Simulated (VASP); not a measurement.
# SnSe (Fm-3m) in VASP: further runs

SnSe is run at these levels: r2SCAN+rVV10, r2SCAN, PBE+D4; tasks: single point, relaxation of cell and atoms.

Program: VASP 6.6.1. These are calculated values, not measurements. Logs are shortened: lines on timing, memory, paths and dates and some standing lists are left out, and cuts for length are marked.

### 1 The cell of the first run

The structure is cubic, space group Fm-3m (No. 225). The conventional cell has a = 5.970 Å, b = 5.970 Å, c = 5.970 Å, α = 90.00°, β = 90.00°, γ = 90.00°. Sn (site symmetry m-3m) has 6 Se at 2.98 Å within 3.9 Å. Se (site symmetry m-3m) has 6 Sn at 2.98 Å within 3.9 Å.

### 2 Single point, r2SCAN+rVV10

The input, POSCAR:

```
SnSe
1.0
    0.0000000000      2.9848894932      2.9848894932
    2.9848894932      0.0000000000      2.9848894932
    2.9848894932      2.9848894932      0.0000000000
Sn Se
1 1
Direct
    0.0000000000      0.0000000000      0.0000000000
    0.5000000000      0.5000000000      0.5000000000
```

The input, INCAR.step1:

```
SYSTEM = SnSe
ALGO = Normal
EDIFF = 1E-4
ENCUT = 520
GGA = PE
ISMEAR = -1
LASPH = .TRUE.
LCHARG = .FALSE.
LREAL = .FALSE.
LWAVE = .TRUE.
NBANDS = 17
NELM = 80
PREC = Accurate
SIGMA = 0.02
```

The input, INCAR.step2:

```
SYSTEM = SnSe
ALGO = Normal
BPARAM = 11.95
CPARAM = 0.0093
EDIFF = 1E-6
ENCUT = 520
ISIF = 2
ISMEAR = -1
ISTART = 1
IVDW_NL = 2
LASPH = .TRUE.
LCHARG = .FALSE.
LMIXTAU = .TRUE.
LREAL = .FALSE.
LUSE_VDW = .TRUE.
LWAVE = .FALSE.
METAGGA = R2SCAN
NBANDS = 17
NELM = 80
PREC = Accurate
SIGMA = 0.02
```

The input, KPOINTS:

```
k-points
0
G
  6 6 6
  0 0 0
```

Potentials or basis: VASP PAW PBE potentials, release 64 (Sn_d, Se).

On the command line:

```console
cat potpaw_PBE.64/Sn_d/POTCAR potpaw_PBE.64/Se/POTCAR > POTCAR
cp INCAR.step1 INCAR
mpirun -np 1 vasp_std > vasp.out
cp INCAR.step2 INCAR
mpirun -np 1 vasp_std > vasp.out
```

OUTCAR:

```text
SYSTEM = SnSe
   BPARAM = 11.95
   EDIFF = 1E-6
   ENCUT = 520
   ISIF = 2
   ISMEAR = -1
   ISTART = 1
   IVDW_NL = 2
   LASPH = .TRUE.
   LREAL = .FALSE.
   METAGGA = R2SCAN
   NELM = 80
   PREC = Accurate

 ion  position               nearest neighbor table
   1  0.000  0.000  0.000-   2 2.98   2 2.98   2 2.98   2 2.98   2 2.98   2 2.98
   2  0.500  0.500  0.500-   1 2.98   1 2.98   1 2.98   1 2.98   1 2.98   1 2.98

  LATTYP: Found a face centered cubic cell.
 ALAT       =     5.9697789864

  Lattice vectors:

 A1 = (   0.0000000000,   2.9848894932,   2.9848894932)
 A2 = (   2.9848894932,   0.0000000000,   2.9848894932)
 A3 = (   2.9848894932,   2.9848894932,   0.0000000000)

Analysis of symmetry for initial positions (statically):
=====================================================================
 Subroutine PRICEL returns:
 Original cell was already a primitive cell.

 Routine SETGRP: Setting up the symmetry group for a
 face centered cubic supercell.

 Subroutine GETGRP returns: Found 48 space group operations
 (whereof 48 operations were pure point group operations)
 out of a pool of 48 trial point group operations.

The static configuration has the point symmetry O_h .

Analysis of symmetry for dynamics (positions and initial velocities):
=====================================================================
 Subroutine PRICEL returns:
 Original cell was already a primitive cell.

 Routine SETGRP: Setting up the symmetry group for a
 face centered cubic supercell.

 Subroutine GETGRP returns: Found 48 space group operations
 (whereof 48 operations were pure point group operations)
 out of a pool of 48 trial point group operations.

The dynamic configuration has the point symmetry O_h .

 Subroutine INISYM returns: Found 48 space group operations
 (whereof 48 operations are pure point group operations),
 and found     1 'primitive' translations

----------------------------------------------------------------------------------------

                                     Primitive cell

  volume of cell :      53.1881

  direct lattice vectors                    reciprocal lattice vectors
     0.000000000  2.984889493  2.984889493    -0.167510389  0.167510389  0.167510389
     2.984889493  0.000000000  2.984889493     0.167510389 -0.167510389  0.167510389
     2.984889493  2.984889493  0.000000000     0.167510389  0.167510389 -0.167510389

  length of vectors
     4.221271203  4.221271203  4.221271203     0.290136504  0.290136504  0.290136504

  position of ions in fractional coordinates (direct lattice)
     0.000000000  0.000000000  0.000000000
     0.500000000  0.500000000  0.500000000

  ion indices of the primitive-cell ions
   primitive index   ion index
                 1           1
                 2           2

----------------------------------------------------------------------------------------

 KPOINTS: k-points

Automatic generation of k-mesh.
 Grid dimensions read from file:
 generate k-points for:    6    6    6

 Generating k-lattice:

  Cartesian coordinates                     Fractional coordinates (reciprocal lattice)
    -0.027918398  0.027918398  0.027918398     0.166666667  0.000000000  0.000000000
     0.027918398 -0.027918398  0.027918398     0.000000000  0.166666667  0.000000000
     0.027918398  0.027918398 -0.027918398     0.000000000  0.000000000  0.166666667

  Length of vectors
     0.048356084  0.048356084  0.048356084

  Shift w.r.t. Gamma in fractional coordinates (k-lattice)
     0.000000000  0.000000000  0.000000000

 Subroutine IBZKPT returns following result:
 ===========================================

 Found     16 irreducible k-points:

 Following reciprocal coordinates:
            Coordinates               Weight
  0.000000  0.000000  0.000000      1.000000
  0.166667  0.000000  0.000000      8.000000
  0.333333  0.000000  0.000000      8.000000
  0.500000  0.000000  0.000000      4.000000
  0.166667  0.166667  0.000000      6.000000
  0.333333  0.166667  0.000000     24.000000
[... 8 lines left out ...]
 -0.333333  0.333333  0.166667     24.000000
 -0.333333  0.500000  0.166667     12.000000
   k-points           NKPTS =     16   k-points in BZ     NKDIM =     16   number of bands    NBANDS=     17
   number of dos      NEDOS =    301   number of ions     NIONS =      2
   total plane-waves  NPLWV =  32768
   dimension x,y,z NGX =    32 NGY =   32 NGZ =   32
   dimension x,y,z NGXF=    64 NGYF=   64 NGZF=   64
   ions per type =               1   1
   NGX,Y,Z   is equivalent  to a cutoff of  12.60, 12.60, 12.60 a.u.
   NGXF,Y,Z  is equivalent  to a cutoff of  25.21, 25.21, 25.21 a.u.
 SYSTEM =  SnSe
   PREC   = accura    normal or accurate (medium, high low for compatibility)
   ISTART =      1    job   : 0-new  1-cont  2-samecut
   ICHARG =      0    charge: 1-file 2-atom 10-const
   ISPIN  =      1    spin polarized calculation?
   LNONCOLLINEAR =      F non collinear calculations
[... 125 lines left out ...]
      4     -16.5266      2.00000
      5     -16.5243      2.00000
      6      -8.2560      2.00000
[... 9 lines left out ...]
     16      15.2843      0.00000
     17      16.9630      0.00000

 k-point     7 :       0.5000    0.1667    0.0000
  band No.  band energies     occupation
      1     -16.5564      2.00000
      2     -16.5452      2.00000
      3     -16.5327      2.00000
      4     -16.5245      2.00000
      5     -16.5207      2.00000
      6      -7.8425      2.00000
[... 9 lines left out ...]
     16      16.6917      0.00000
     17      17.1198      0.00000

 k-point     8 :      -0.3333    0.1667    0.0000
  band No.  band energies     occupation
      1     -16.5519      2.00000
      2     -16.5475      2.00000
      3     -16.5315      2.00000
      4     -16.5244      2.00000
      5     -16.5244      2.00000
      6      -7.9502      2.00000
[... 9 lines left out ...]
     16      15.7440      0.00000
     17      17.4995      0.00000

 k-point     9 :      -0.1667    0.1667    0.0000
  band No.  band energies     occupation
      1     -16.5460      2.00000
      2     -16.5450      2.00000
      3     -16.5343      2.00000
      4     -16.5306      2.00000
      5     -16.5270      2.00000
      6      -8.4247      2.00000
[... 9 lines left out ...]
     16      14.8856      0.00000
     17      15.5563      0.00000

 k-point    10 :       0.3333    0.3333    0.0000
  band No.  band energies     occupation
      1     -16.5667      2.00000
      2     -16.5416      2.00000
      3     -16.5340      2.00000
      4     -16.5210      2.00000
      5     -16.5209      2.00000
      6      -7.9972      2.00000
[... 9 lines left out ...]
     16      17.1436      0.00000
     17      17.3031      0.00000

 k-point    11 :       0.5000    0.3333    0.0000
  band No.  band energies     occupation
      1     -16.5709      2.00000
      2     -16.5396      2.00000
      3     -16.5358      2.00000
      4     -16.5194      2.00000
      5     -16.5179      2.00000
      6      -7.6799      2.00000
[... 9 lines left out ...]
     16      17.5106      0.00000
     17      17.7435      0.00000

 k-point    12 :      -0.3333    0.3333    0.0000
  band No.  band energies     occupation
      1     -16.5631      2.00000
      2     -16.5417      2.00000
      3     -16.5318      2.00000
      4     -16.5243      2.00000
      5     -16.5205      2.00000
      6      -7.6544      2.00000
[... 9 lines left out ...]
     16      15.3445      0.00000
     17      18.0368      0.00000

 k-point    13 :       0.5000    0.5000    0.0000
  band No.  band energies     occupation
      1     -16.5788      2.00000
      2     -16.5434      2.00000
      3     -16.5318      2.00000
      4     -16.5158      2.00000
      5     -16.5157      2.00000
      6      -7.5877      2.00000
[... 9 lines left out ...]
     16      18.3545      0.00000
     17      18.9690      0.00000

 k-point    14 :       0.5000    0.3333    0.1667
  band No.  band energies     occupation
      1     -16.5607      2.00000
      2     -16.5409      2.00000
      3     -16.5355      2.00000
      4     -16.5234      2.00000
      5     -16.5212      2.00000
      6      -7.8746      2.00000
[... 9 lines left out ...]
     16      16.2873      0.00000
     17      16.8812      0.00000

 k-point    15 :      -0.3333    0.3333    0.1667
  band No.  band energies     occupation
      1     -16.5626      2.00000
      2     -16.5425      2.00000
      3     -16.5298      2.00000
      4     -16.5281      2.00000
      5     -16.5183      2.00000
      6      -7.6542      2.00000
[... 9 lines left out ...]
     16      17.7743      0.00000
     17      17.9515      0.00000

 k-point    16 :      -0.3333    0.5000    0.1667
  band No.  band energies     occupation
      1     -16.5706      2.00000
      2     -16.5375      2.00000
      3     -16.5367      2.00000
      4     -16.5229      2.00000
      5     -16.5157      2.00000
      6      -7.5664      2.00000
[... 9 lines left out ...]
     16      17.5985      0.00000
     17      19.0677      0.00000

------------------------ aborting loop because EDIFF is reached ----------------------------------------

  FORCE on cell =-STRESS in cart. coord.  units (eV):
  Direction    XX          YY          ZZ          XY          YZ          ZX
  --------------------------------------------------------------------------------------
  -------------------------------------------------------------------------------------
  Total        0.0483528      0.0483528      0.0483528     -0.0000000     -0.0000000      0.0000000
  in kB        1.4565222      1.4565222      1.4565222     -0.0000000     -0.0000000      0.0000000
  external PRESSURE =       1.4565222 kB  Pullay stress =       0.0000000 kB

 VOLUME and BASIS-vectors are now :
 -----------------------------------------------------------------------------
  energy-cutoff  :      520.00
  volume of cell :       53.19
      direct lattice vectors                 reciprocal lattice vectors
     0.000000000  2.984889493  2.984889493    -0.167510389  0.167510389  0.167510389
     2.984889493  0.000000000  2.984889493     0.167510389 -0.167510389  0.167510389
     2.984889493  2.984889493  0.000000000     0.167510389  0.167510389 -0.167510389

 POSITION                                       TOTAL-FORCE (eV/Angst)
 -----------------------------------------------------------------------------------
      0.00000      0.00000      0.00000         0.000000      0.000000      0.000000
      2.98489      2.98489      2.98489        -0.000000     -0.000000     -0.000000
 -----------------------------------------------------------------------------------
    total drift:                                0.000000     -0.000000     -0.000000

  FREE ENERGIE OF THE ION-ELECTRON SYSTEM (eV)
  ---------------------------------------------------
  free  energy   TOTEN  =       -39.3939699499 eV

  energy  without entropy=      -39.3939699439  energy(sigma->0) =      -39.39396995
```

Run time: 2.3 min. Hardware: 1 thread of Intel Xeon Platinum 8259CL at 2.50GHz (Skylake/Cascade Lake), shared host; peak memory 0.32 GiB.

What came out:

```yaml
Free_energy: -39.3940 eV
Pressure: 0.1 GPa
Band_gap_on_the_k_mesh: 0.61 eV, direct
```

Levels at points of the mesh, in eV from the valence-band top:
```csv
k point,band 7,band 8,band 9,band 10,band 11,band 12,band 13,band 14
"(0.00, 0.00, 0.00)",-5.12,-2.68,-2.68,-2.68,4.50,4.50,4.50,6.02
"(0.50, 0.00, 0.00)",-8.67,-2.41,-2.41,0.00,0.61,1.15,1.15,8.63
"(0.50, 0.50, 0.00)",-6.31,-6.11,-4.20,-4.20,3.02,5.65,5.65,6.36
```

Caveat: the PAW data sets were made with another functional, which shifts forces and pressure a little; spin-orbit coupling is left out, which moves the levels of the heavy elements. A k mesh can miss the band edges.

### 3 Single point, r2SCAN

POSCAR is that of step 2.

The input, INCAR.step1:

```
PREC = Accurate
ENCUT = 520
ISMEAR = 0
SIGMA = 0.01
LREAL = False
LASPH = True
NELM = 100
NBANDS = 17
GGA = PE
ALGO = Normal
EDIFF = 1E-4
LWAVE = True
LCHARG = False
```

The input, INCAR.step2:

```
PREC = Accurate
ENCUT = 520
EDIFF = 1E-6
ISMEAR = 0
SIGMA = 0.01
LREAL = False
LASPH = True
NELM = 100
ALGO = Normal
ISIF = 2
LWAVE = False
LCHARG = False
METAGGA = R2SCAN
LMIXTAU = True
NBANDS = 17
ISTART = 1
```

The input, KPOINTS:

```
Automatic mesh
0
Gamma
  8 8 8
```

Potentials or basis: VASP PAW PBE potentials, release 64 (Sn_d, Se).

On the command line:

```console
cat potpaw_PBE.64/Sn_d/POTCAR potpaw_PBE.64/Se/POTCAR > POTCAR
cp INCAR.step1 INCAR
mpirun -np 1 vasp_std > vasp.out
cp INCAR.step2 INCAR
mpirun -np 1 vasp_std > vasp.out
```

It took 83 s on 1 thread of Intel Xeon Platinum 8259CL at 2.50GHz (Skylake/Cascade Lake), shared host; peak memory 0.19 GiB.

The run converged. Its results:

```yaml
Free_energy: -39.8737 eV
Pressure: 1.3 GPa
Band_gap_on_the_k_mesh: 0.57 eV, direct
```

Levels at points of the mesh, in eV from the valence-band top:
```
           k point  band 8  band 9  band 10  band 11  band 12  band 13
(0.00, 0.00, 0.00)   -2.71   -2.71    -2.71     4.47     4.47     4.47
(0.50, 0.00, 0.00)   -2.43   -2.43     0.00     0.57     1.13     1.13
(0.50, 0.50, 0.00)   -6.12   -4.22    -4.22     3.04     5.62     5.62
```

Caveat: the PAW data sets were made with another functional, which shifts forces and pressure a little; spin-orbit coupling is left out, which moves the levels of the heavy elements.

### 4 Relaxation of cell and atoms, PBE+D4

This run uses another cell than the first one, of 26.48 Å³/atom, 0.996 times its volume.

The input, INCAR:

```
  PREC = Accurate
  ENCUT = 600
  EDIFF = 1E-6
  ISMEAR = -1
  SIGMA = 0.02
  LREAL = False
  LASPH = True
  NELM = 80
  ALGO = Normal
  ISIF = 3
  LWAVE = False
  LCHARG = False
  GGA = PE
  IVDW = 13
  IBRION = 2
  NSW = 80
  EDIFFG = -0.005
```

The input, KPOINTS:

```
Automatic mesh
0
Gamma
  6 6 6
```

The input, POSCAR:

```
SnSe
1.0
    0.0000000000      2.9806011577      2.9806011577
    2.9806011577      0.0000000000      2.9806011577
    2.9806011577      2.9806011577      0.0000000000
Sn Se
1 1
Direct
    0.0000000000      0.0000000000      0.0000000000
    0.5000000000      0.5000000000      0.5000000000
```

On the command line:

```console
cat potpaw_PBE.64/Sn_d/POTCAR potpaw_PBE.64/Se/POTCAR > POTCAR
mpirun -np 1 vasp_std > vasp.out
```

Wall time 39 s (1 thread of Intel Xeon Platinum 8259CL at 2.50GHz (Skylake/Cascade Lake), shared host); peak memory 0.22 GiB.

It converged, with:

* Free energy: -9.0196 eV
* Relaxed volume: 26.44 Å³/atom
* Relaxed cell: a = 4.213 Å, b = 4.213 Å, c = 4.213 Å, α = 60.00°, β = 60.00°, γ = 60.00°
* Space group after relaxing (to 0.05 Å): Fm-3m (No. 225)
* Energy gained by relaxing: 0.0 meV/atom
* Ionic steps: 3
* Pressure after relaxing: 0.0 GPa
* Band gap on the k mesh: 0.72 eV, direct
* Dispersion energy per atom: -0.400 eV

Final structure:
```yaml
crystal:
  lattice:
    - [0.00000, 2.97910, 2.97910]
    - [2.97910, 0.00000, 2.97910]
    - [2.97910, 2.97910, 0.00000]
  atoms:
    - { symbol: Sn, position: [0.00000, 0.00000, 0.00000] }
    - { symbol: Se, position: [0.50000, 0.50000, 0.50000] }
```

Levels at points of the mesh, in eV from the valence-band top:
```csv
k point,band 7,band 8,band 9,band 10,band 11,band 12,band 13,band 14
"(0.00, 0.00, 0.00)",-4.94,-2.26,-2.26,-2.26,4.46,4.46,4.46,5.85
"(0.50, 0.00, 0.00)",-8.18,-2.01,-2.01,0.00,0.72,1.26,1.26,8.35
"(0.50, 0.50, 0.00)",-5.98,-5.66,-3.76,-3.76,2.95,5.55,5.55,6.19
```

Caveat: spin-orbit coupling is left out, which moves the levels of the heavy elements. A k mesh can miss the band edges.

### 5 Relaxation of cell and atoms, r2SCAN+rVV10

This run uses another cell than the first one, of 26.48 Å³/atom, 0.996 times its volume.

POSCAR is that of step 4.

The input, INCAR.step1:

```
SYSTEM = SnSe
  ALGO = Normal
  EDIFF = 1E-4
  ENCUT = 600
  GGA = PE
  ISMEAR = -1
  LASPH = .TRUE.
  LCHARG = .FALSE.
  LREAL = .FALSE.
  LWAVE = .TRUE.
  NELM = 100
  PREC = Accurate
  SIGMA = 0.02
```

The input, INCAR.step2:

```
SYSTEM = SnSe
  ALGO = Normal
  BPARAM = 11.95
  CPARAM = 0.0093
  EDIFF = 1E-6
  EDIFFG = -0.005
  ENCUT = 600
  IBRION = 2
  ISIF = 3
  ISMEAR = -1
  ISTART = 1
  IVDW_NL = 2
  LASPH = .TRUE.
  LCHARG = .FALSE.
  LMIXTAU = .TRUE.
  LREAL = .FALSE.
  LUSE_VDW = .TRUE.
  LWAVE = .FALSE.
  METAGGA = R2SCAN
  NELM = 100
  NSW = 80
  PREC = Accurate
  SIGMA = 0.02
```

The input, KPOINTS:

```
k-points
0
G
  6 6 6
  0 0 0
```

On the command line:

```console
cat potpaw_PBE.64/Sn_d/POTCAR potpaw_PBE.64/Se/POTCAR > POTCAR
cp INCAR.step1 INCAR
mpirun -np 1 vasp_std > vasp.out
cp INCAR.step2 INCAR
mpirun -np 1 vasp_std > vasp.out
```

It took 9.6 min on 1 thread of Intel Xeon Platinum 8259CL at 2.50GHz (Skylake/Cascade Lake), shared host; peak memory 0.4 GiB.

It converged, with:

| Item | Value |
| --- | --- |
| Free energy | -39.3957 eV |
| Relaxed volume | 26.67 Å³/atom |
| Relaxed cell | a = 4.225 Å, b = 4.225 Å, c = 4.225 Å, α = 60.00°, β = 60.00°, γ = 60.00° |
| Space group after relaxing (to 0.05 Å) | Fm-3m (No. 225) |
| Energy gained by relaxing | 0.2 meV/atom |
| Ionic steps | 3 |
| Pressure after relaxing | 0.0 GPa |
| Band gap on the k mesh | 0.59 eV, direct |

Step by step:
```csv
step,energy change (eV),largest force (eV/Å),pressure (GPa),volume (Å³)
1,0.0000,0.0000,0.42,52.96
2,-0.0004,0.0000,-0.16,53.49
3,-0.0005,0.0000,0.00,53.34
```

Final structure:
```yaml
crystal:
  lattice:
    - [0.00000, 2.98768, 2.98768]
    - [2.98768, 0.00000, 2.98768]
    - [2.98768, 2.98768, 0.00000]
  atoms:
    - { symbol: Sn, position: [0.00000, 0.00000, 0.00000] }
    - { symbol: Se, position: [0.50000, 0.50000, 0.50000] }
```

Levels at points of the mesh, in eV from the valence-band top:
```
           k point  band 7  band 8  band 9  band 10  band 11  band 12  band 13  band 14
(0.00, 0.00, 0.00)   -5.13   -2.67   -2.67    -2.67     4.49     4.49     4.49     6.02
(0.50, 0.00, 0.00)   -8.66   -2.40   -2.40     0.00     0.59     1.15     1.15     8.62
(0.50, 0.50, 0.00)   -6.31   -6.09   -4.18    -4.18     3.03     5.64     5.64     6.34
```

Caveat: the PAW data sets were made with another functional, which shifts forces and pressure a little; spin-orbit coupling is left out, which moves the levels of the heavy elements. A k mesh can miss the band edges.

### 6 Summary

| task | level | cell | k mesh | cutoff (eV) | smearing | gap on the mesh (eV) | pressure (GPa) | relaxed volume (Å³/atom) |
| --- | --- | --- | --- | --- | --- | --- | --- | --- |
| single point | r2SCAN+rVV10 | a = 4.221 Å, angles 60.0°, 2 atoms | 6 × 6 × 6 | 520 | fermi-dirac 0.02 eV | 0.61 | 0.1 | - |
| single point | r2SCAN | a = 4.221 Å, angles 60.0°, 2 atoms | 8 × 8 × 8 | 520 | gaussian 0.01 eV | 0.57 | 1.3 | - |
| relaxation of cell and atoms | PBE+D4 | relaxed from a = 4.215 Å, angles 60.0°, 2 atoms | 6 × 6 × 6 | 600 | fermi-dirac 0.02 eV | 0.72 | 0.0 | 26.44 |
| relaxation of cell and atoms | r2SCAN+rVV10 | relaxed from a = 4.215 Å, angles 60.0°, 2 atoms | 6 × 6 × 6 | 600 | fermi-dirac 0.02 eV | 0.59 | 0.0 | 26.67 |

Alike in all rows: potentials or basis VASP PAW PBE potentials, release 64 (Sn_d, Se); no spin polarisation.

Caveats: spin-orbit coupling is left out, which moves the levels of the heavy elements; the PAW data sets were made with another functional, which shifts forces and pressure a little (some runs).

Absolute energies hang on the potentials; compare differences alone.
